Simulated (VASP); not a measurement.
Crystal: CsPbCl3.

```
Cs Pb Cl
1.0
     4.05938    2.34369    3.31407
    -4.05938    2.34369    3.31407
     0.00000   -4.68737    3.31407
Cs Pb Cl
1 1 3
Cartesian
  0.0000 0.0000 4.9711
  0.0000 0.0000 0.0000
  2.0294 -3.5151 4.9711
  -4.0589 0.0000 4.9711
  2.0294 3.5151 4.9711
```

| Property | Result |
| --- | --- |
| Program | VASP 6.6.1 |
| Task | relaxation of cell and atoms |
| Functional | PBEsol |
| Potentials or basis | VASP PAW PBE potentials, release 64 (Cs_sv, Pb_d, Cl) |
| Cutoff | 600 eV |
| k mesh | 4 × 4 × 4 |
| Occupations | fermi-dirac, width 0.02 eV |
| Spin | no spin polarisation |

At the start: pressure -1.3 GPa; volume 37.84 Å³/atom.

Question: How do energy, volume and symmetry change on relaxing?

Answer: Over 3 steps the energy falls by 9.7 meV/atom and the volume is 35.63 Å³/atom (-5.8 %); space group Pm-3m (No. 221, to 0.1 Å) before and after.

The path:
```
step  energy change (eV)  largest force (eV/Å)  pressure (GPa)  volume (Å³)
   1              0.0000                0.0000           -1.32       189.18
   2             -0.0453                0.0000           -0.36       180.78
   3             -0.0484                0.0000           -0.01       178.16
```

Final structure:
```cif
data_structure
_symmetry_space_group_name_H-M 'P 1'
_symmetry_Int_Tables_number 1
_cell_length_a 5.6270
_cell_length_b 5.6270
_cell_length_c 5.6270
_cell_angle_alpha 90.004
_cell_angle_beta 90.004
_cell_angle_gamma 90.004
_cell_volume 178.16
loop_
_atom_site_label
_atom_site_type_symbol
_atom_site_fract_x
_atom_site_fract_y
_atom_site_fract_z
_atom_site_occupancy
Cs1 Cs 0.50000 0.50000 0.50000 1
Pb1 Pb 0.00000 0.00000 0.00000 1
Cl1 Cl 0.50000 0.00006 0.99994 1
Cl2 Cl 0.00006 0.99994 0.50000 1
Cl3 Cl 0.99994 0.50000 0.00006 1
```

Caveat: the PAW data sets were made with another functional, which shifts forces and pressure a little.
